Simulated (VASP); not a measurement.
# Ta (Im-3m) in VASP: settings compared

The runs below take Ta through single point, with r2SCAN, BLYP, BLYP+D4.

All numbers are computed with VASP 6.6.1; they aren't measurements. Logs are shortened: lines on timing, memory, paths and dates and some standing lists are left out, and cuts for length are marked.

## Step 1: The cell of the first run

It takes space group Im-3m (No. 229, cubic). The conventional cell has a = 3.324 Å, b = 3.324 Å, c = 3.324 Å, α = 90.00°, β = 90.00°, γ = 90.00°. Within 3.8 Å of Ta (site symmetry m-3m) lie 14 Ta at 2.88 to 3.32 Å.

## Step 2: Single point, r2SCAN

POSCAR reads:

```
Ta
1.0
   -1.6622159478      1.6622159478      1.6622159478
    1.6622159478     -1.6622159478      1.6622159478
    1.6622159478      1.6622159478     -1.6622159478
Ta
1
Direct
    0.0000000000      0.0000000000      0.0000000000
```

INCAR.step1 reads:

```
PREC = Accurate ; ENCUT = 550
ISMEAR = -1 ; SIGMA = 0.05
LREAL = False ; LASPH = True
NELM = 120 ; NBANDS = 12
GGA = PE ; ALGO = Normal
EDIFF = 1E-5 ; LWAVE = True
LCHARG = False ; GGA_COMPAT = False
```

INCAR.step2 reads:

```
PREC = Accurate ; ENCUT = 550
EDIFF = 1E-6 ; ISMEAR = -1
SIGMA = 0.05 ; LREAL = False
LASPH = True ; NELM = 120
ALGO = Normal ; ISIF = 2
LWAVE = False ; LCHARG = True
METAGGA = R2SCAN ; LMIXTAU = True
LELF = True ; LVHAR = True
NBANDS = 12 ; ISTART = 1
GGA_COMPAT = False
```

KPOINTS reads:

```
regular mesh
0
Gamma
  11 11 11
```

Potentials or basis: VASP PAW PBE potentials, release 64 (Ta_sv_GW).

Command:

```
> cat potpaw_PBE.64/Ta_sv_GW/POTCAR > POTCAR
> cp INCAR.step1 INCAR
> mpirun -np 1 vasp_std > vasp.out
> cp INCAR.step2 INCAR
> mpirun -np 1 vasp_std > vasp.out
```

OUTCAR:

```text
PREC = Accurate
   ENCUT = 550
   EDIFF = 1E-6
   ISMEAR = -1
   LREAL = False
   LASPH = True
   NELM = 120
   ISIF = 2
   METAGGA = R2SCAN
   ISTART = 1

 ion  position               nearest neighbor table
   1  0.000  0.000  0.000-

  LATTYP: Found a body centered cubic cell.
 ALAT       =     3.3244318956

  Lattice vectors:

 A1 = (  -1.6622159478,   1.6622159478,   1.6622159478)
 A2 = (   1.6622159478,  -1.6622159478,   1.6622159478)
 A3 = (   1.6622159478,   1.6622159478,  -1.6622159478)

Analysis of symmetry for initial positions (statically):
=====================================================================
 Subroutine PRICEL returns:
 Original cell was already a primitive cell.

 Routine SETGRP: Setting up the symmetry group for a
 body centered cubic supercell.

 Subroutine GETGRP returns: Found 48 space group operations
 (whereof 48 operations were pure point group operations)
 out of a pool of 48 trial point group operations.

The static configuration has the point symmetry O_h .

Analysis of symmetry for dynamics (positions and initial velocities):
=====================================================================
 Subroutine PRICEL returns:
 Original cell was already a primitive cell.

 Routine SETGRP: Setting up the symmetry group for a
 body centered cubic supercell.

 Subroutine GETGRP returns: Found 48 space group operations
 (whereof 48 operations were pure point group operations)
 out of a pool of 48 trial point group operations.

The dynamic configuration has the point symmetry O_h .

 Subroutine INISYM returns: Found 48 space group operations
 (whereof 48 operations are pure point group operations),
 and found     1 'primitive' translations

----------------------------------------------------------------------------------------

                                     Primitive cell

  volume of cell :      18.3706

  direct lattice vectors                    reciprocal lattice vectors
    -1.662215948  1.662215948  1.662215948     0.000000000  0.300803274  0.300803274
     1.662215948 -1.662215948  1.662215948     0.300803274  0.000000000  0.300803274
     1.662215948  1.662215948 -1.662215948     0.300803274  0.300803274  0.000000000

  length of vectors
     2.879042475  2.879042475  2.879042475     0.425400070  0.425400070  0.425400070

  position of ions in fractional coordinates (direct lattice)
     0.000000000  0.000000000  0.000000000

  ion indices of the primitive-cell ions
   primitive index   ion index
                 1           1

----------------------------------------------------------------------------------------

 KPOINTS: regular mesh

Automatic generation of k-mesh.
 Grid dimensions read from file:
 generate k-points for:   11   11   11

 Generating k-lattice:

  Cartesian coordinates                     Fractional coordinates (reciprocal lattice)
     0.000000000  0.027345752  0.027345752     0.090909091  0.000000000  0.000000000
     0.027345752  0.000000000  0.027345752     0.000000000  0.090909091  0.000000000
     0.027345752  0.027345752  0.000000000     0.000000000  0.000000000  0.090909091

  Length of vectors
     0.038672734  0.038672734  0.038672734

  Shift w.r.t. Gamma in fractional coordinates (k-lattice)
     0.000000000  0.000000000  0.000000000

 Subroutine IBZKPT returns following result:
 ===========================================

 Found     56 irreducible k-points:

 Following reciprocal coordinates:
            Coordinates               Weight
  0.000000  0.000000  0.000000      1.000000
  0.090909  0.000000  0.000000     12.000000
  0.181818  0.000000  0.000000     12.000000
  0.272727  0.000000  0.000000     12.000000
  0.363636  0.000000  0.000000     12.000000
  0.454545  0.000000  0.000000     12.000000
[... 16 lines left out ...]
  0.272727  0.181818  0.090909     48.000000
  0.363636  0.181818  0.090909     24.000000
 [... further k-points ...]
   k-points           NKPTS =     56   k-points in BZ     NKDIM =     56   number of bands    NBANDS=     12
   number of dos      NEDOS =    301   number of ions     NIONS =      1
   total plane-waves  NPLWV =  13824
   dimension x,y,z NGX =    24 NGY =   24 NGZ =   24
   dimension x,y,z NGXF=    48 NGYF=   48 NGZF=   48
   ions per type =               1
   NGX,Y,Z   is equivalent  to a cutoff of  13.86, 13.86, 13.86 a.u.
   NGXF,Y,Z  is equivalent  to a cutoff of  27.72, 27.72, 27.72 a.u.
 SYSTEM =  unknown system
   PREC   = accura    normal or accurate (medium, high low for compatibility)
   ISTART =      1    job   : 0-new  1-cont  2-samecut
   ICHARG =      0    charge: 1-file 2-atom 10-const
   ISPIN  =      1    spin polarized calculation?
   LNONCOLLINEAR =      F non collinear calculations
   LSORBIT =      F    spin-orbit coupling
   LASPH  =      T    aspherical Exc in radial PAW
   ENCUT  =  550.0 eV  40.42 Ry    6.36 a.u.   5.51  5.51  5.51*2*pi/ulx,y,z
   NELM   =    120;   NELMIN=  2; NELMDL=  0     # of ELM steps
   EDIFF  = 0.1E-05   stopping-criterion for ELM
   LREAL  =      F    real-space projection
   EDIFFG = 0.1E-04   stopping-criterion for IOM
   NSW    =      0    number of steps for IOM
   IBRION =     -1    ionic relax: 0-MD 1-quasi-New 2-CG
   NFREE  =      0    steps in history (QN), initial steepest desc. (CG)
   ISIF   =      2    stress and relaxation
   ISYM   =      2    0-nonsym 1-usesym 2-fastsym
   POTIM  = 0.5000    time-step for ionic-motion
   TEBEG  =    0.0;   TEEND  =   0.0 temperature during run
   PSTRESS=    0.0 pullay stress
   NELECT =      13.0000    total number of electrons
   NUPDOWN=      -1.0000    fix difference up-down
   EMIN   =  10.00;   EMAX   =-10.00  energy-range for DOS
   EFERMI =   0.00;   METHOD = LEGACY
   ISMEAR =    -1;   SIGMA  =   0.05  broadening in eV -4-tet -1-fermi 0-gaus
   EFERMI_NEDOS =   21; number of points for ismear=-14 and -15
   IALGO  =     38    algorithm
   IMIX   =      4    mixing-type and parameters
     AMIX     =   0.40;   BMIX     =  1.00
     AMIX_MAG =   1.60;   BMIX_MAG =  1.00
  volume/ion in A,a.u.               =      18.37       123.97
  Fermi-wavevector in a.u.,A,eV,Ry     =   1.458865  2.756856 28.957113  2.128288
  Thomas-Fermi vector in A             =   2.575500
   LORBIT       =      0    0 simple, 1 ext, 2 COOP (PROOUT), +10 PAW based schemes
   METAGGA = R2SCAN    functional components
   LHFCALC =     F    Hartree Fock is set to
   AEXX    =    0.0000 exact exchange contribution
   IVDW    =     0    specifies the selected vdW correction
   LEPSILON=     F    determine dielectric tensor
   LRPA    =     F    only Hartree local field effects (RPA)
 non-spin polarized calculation
  energy-cutoff  :      550.00
  volume of cell :       18.37
 maximum number of plane-waves:       555
 NGX is ok and might be reduce to    24
   NGX = 11   NGY = 11   NGZ = 11

 number of electron      12.9999999 magnetization

 Free energy of the ion-electron system (eV)
  ---------------------------------------------------
  ext. energy  EPLUGINS =         0.00000000
  ---------------------------------------------------
  free energy    TOTEN  =       -51.08353547 eV

  energy without entropy =      -51.07309179  energy(sigma->0) =      -51.07831363

 E-fermi :  10.0509     XC(G=0): -14.0142

 val. band max:       10.0421272286   @ k =   0.3636   0.1818   0.0000
 cond. band min:      10.0611640169   @ k =  -0.4545  -0.4545   0.1818
 fundamental gap:      0.0190367883
 Fermi energy:        10.0509036997

 k-point     1 :       0.0000    0.0000    0.0000
  band No.  band energies     occupation
      1     -59.0702      2.00000
      2     -24.2420      2.00000
      3     -24.2420      2.00000
      4     -24.2420      2.00000
      5       1.8325      2.00000
      6      10.9256      0.00000
      7      10.9256      0.00000
      8      10.9256      0.00000
      9      14.3339      0.00000
     10      14.3339      0.00000
     11      25.2595      0.00000
     12      25.2595      0.00000

 k-point     2 :       0.0909    0.0000    0.0000
  band No.  band energies     occupation
      1     -59.0612      2.00000
      2     -24.3407      2.00000
      3     -24.2723      2.00000
      4     -24.2423      2.00000
      5       2.2038      2.00000
      6      10.6850      0.00001
      7      10.8376      0.00000
      8      11.2884      0.00000
      9      13.9754      0.00000
     10      14.3339      0.00000
     11      25.5743      0.00000
     12      25.9028      0.00000

 k-point     3 :       0.1818    0.0000    0.0000
  band No.  band energies     occupation
      1     -59.0368      2.00000
      2     -24.5985      2.00000
      3     -24.3527      2.00000
      4     -24.2437      2.00000
      5       3.2155      2.00000
      6      10.1023      0.52659
      7      10.4296      0.00103
      8      12.3454      0.00000
      9      13.6048      0.00000
     10      14.3842      0.00000
     11      25.9895      0.00000
     12      27.6806      0.00000
[... 286 lines left out ...]
 k-point    23 :       0.2727    0.1818    0.0909
  band No.  band energies     occupation
      1     -58.9562      2.00000
      2     -25.1891      2.00000
      3     -24.6876      2.00000
      4     -24.4219      2.00000
      5       7.1328      2.00000
      6       8.5379      2.00000
      7       9.3490      2.00000
      8      14.6498      0.00000
      9      15.2253      0.00000
     10      19.3539      0.00000
     11      20.8290      0.00000
     12      24.3214      0.00000

 k-point    24 :       0.3636    0.1818    0.0909
  band No.  band energies     occupation
      1     -58.9498      2.00000
      2     -25.1922      2.00000
      3     -24.7642      2.00000
      4     -24.4297      2.00000
      5       7.1822      2.00000
      6       8.4751      2.00000
      7       9.9509      1.76174
      8      14.7436      0.00000
      9      15.3241      0.00000
     10      19.5625      0.00000
     11      20.3025      0.00000
     12      23.6847      0.00000

 [... further k-points ...]
[... 5 lines left out ...]
  --------------------------------------------------------------------------------------
  -------------------------------------------------------------------------------------
  Total       -0.5364729     -0.5364729     -0.5364729     -0.0000000      0.0000000      0.0000000
  in kB      -46.7881651    -46.7881651    -46.7881651     -0.0000000      0.0000000      0.0000000
  external PRESSURE =     -46.7881651 kB  Pullay stress =       0.0000000 kB

 VOLUME and BASIS-vectors are now :
 -----------------------------------------------------------------------------
  energy-cutoff  :      550.00
  volume of cell :       18.37
      direct lattice vectors                 reciprocal lattice vectors
    -1.662215948  1.662215948  1.662215948     0.000000000  0.300803274  0.300803274
     1.662215948 -1.662215948  1.662215948     0.300803274  0.000000000  0.300803274
     1.662215948  1.662215948 -1.662215948     0.300803274  0.300803274  0.000000000

 POSITION                                       TOTAL-FORCE (eV/Angst)
 -----------------------------------------------------------------------------------
      0.00000      0.00000      0.00000         0.000000      0.000000      0.000000
 -----------------------------------------------------------------------------------
    total drift:                                0.000000      0.000000      0.000000

  FREE ENERGIE OF THE ION-ELECTRON SYSTEM (eV)
  ---------------------------------------------------
  free  energy   TOTEN  =       -51.0835354709 eV

  energy  without entropy=      -51.0730917857  energy(sigma->0) =      -51.07831363
```

Wall time 40 s (1 thread of Intel Xeon Platinum 8259CL at 2.50GHz (Skylake/Cascade Lake), shared host); peak memory 0.16 GiB.

What came out:

```
Free energy            : -51.0835 eV
Pressure               : -4.7 GPa
Band gap on the k mesh : zero (an odd number of electrons rules out a gap without spin polarisation)
```

Levels at points of the mesh, in eV from the Fermi level:
| k point | band 2 | band 3 | band 4 | band 5 | band 6 | band 7 | band 8 | band 9 | band 10 | band 11 |
| --- | --- | --- | --- | --- | --- | --- | --- | --- | --- | --- |
| (0.00, 0.00, 0.00) | -34.29 | -34.29 | -34.29 | -8.22 | 0.87 | 0.87 | 0.87 | 4.28 | 4.28 | 15.21 |

Caveat: the cell stands under tension; the PAW data sets were made with another functional, which shifts forces and pressure a little; spin-orbit coupling is left out, which moves the levels of the heavy elements.

(Continued in part 2 of 2.)

The gap in the log of VASP goes by the Fermi energy; the results here count the filled bands.